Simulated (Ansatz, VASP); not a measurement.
**One calculation of Bi2Te2O3, two programs**

```
CELL_PARAMETERS angstrom
3.11573 -4.17149 0.00000
3.11573 4.17149 0.00000
0.00000 0.00000 6.40247
ATOMIC_POSITIONS crystal
Bi 0.31609 0.68391 0.54017
Bi 0.68391 0.31609 0.54017
Te 0.00000 0.50000 0.04040
Te 0.50000 0.00000 0.04040
O 0.80842 0.80842 0.04255
O 0.19158 0.19158 0.04255
O 0.50000 0.50000 0.04373
```

Alike in both runs: functional PBE; k mesh 3 × 3 × 2; occupations gaussian, width 0.15 eV; no spin polarisation.

Ansatz relaxed the structure, and its values are those at the end. VASP's run is a single point on that final structure, the one shown.

|  | VASP | Ansatz |
| --- | --- | --- |
| version | VASP 6.6.1 | Ansatz 0.2.0 |
| potentials or method | VASP PAW PBE potentials, release 64 (Bi_d, Te, O), cutoff 520 eV | scalar-relativistic, plane waves, PAW |
| valence electrons in the cell | 60 | 80 |

```tsv
	VASP	Ansatz	Ansatz less VASP
gap on the k mesh at the Fermi level (eV)	0.03	0.04	+0.003
least direct gap on the mesh (eV)	0.27	0.27	+0.001
pressure (GPa)	0.0	0.2	+0.20
rms of the force components (eV/Å)	0.018	0.019	+0.0015
```

The functional is the same, so the differences come from potentials, cutoffs and numerics. VASP's potentials hold 60 valence electrons a cell and Ansatz's 80, so a difference there can come from the potentials and not from the codes.

The k mesh is coarse, so the values compare programs but aren't converged. Neither program's run includes spin-orbit coupling.
